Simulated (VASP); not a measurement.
# ZnS: single point with PBEsol

The system is ZnS.

```
Zn S
1.0
     0.00000    2.48172    2.48172
     2.48172    0.00000    2.48172
     2.48172    2.48172    0.00000
Zn S
1 1
Direct
  0.75000 0.75000 0.75000
  0.00000 0.00000 0.00000
```

* Program: VASP 6.6.1
* Task: single point
* Functional: PBEsol
* Potentials or basis: VASP PAW PBE potentials, release 64 (Zn, S)
* Cutoff: 520 eV
* k mesh: 9 × 9 × 9
* Occupations: fermi-dirac, width 0.05 eV
* Spin: no spin polarisation
* Dipole correction: no
* Further INCAR settings: ALGO = Normal; EDIFF = 1e-07; NBANDS = 16

```
Pressure               : 30.4 GPa
Band gap on the k mesh : 2.62 eV (least direct gap 3.15 eV)
```

Levels at points of the mesh, in eV from the valence-band top:
```tsv
k point	band 7	band 8	band 9	band 10	band 11	band 12
(0.00, 0.00, 0.00)	0.00	0.00	0.00	3.15	5.97	5.97
```

It took 17 s on 1 thread of Intel Xeon 8259CL (shared host), peak memory 0.16 GiB.

Caveat: the cell stands under pressure; the PAW data sets were made with another functional, which shifts forces and pressure a little; an odd mesh through Γ misses points on the zone boundary, where band edges can lie.
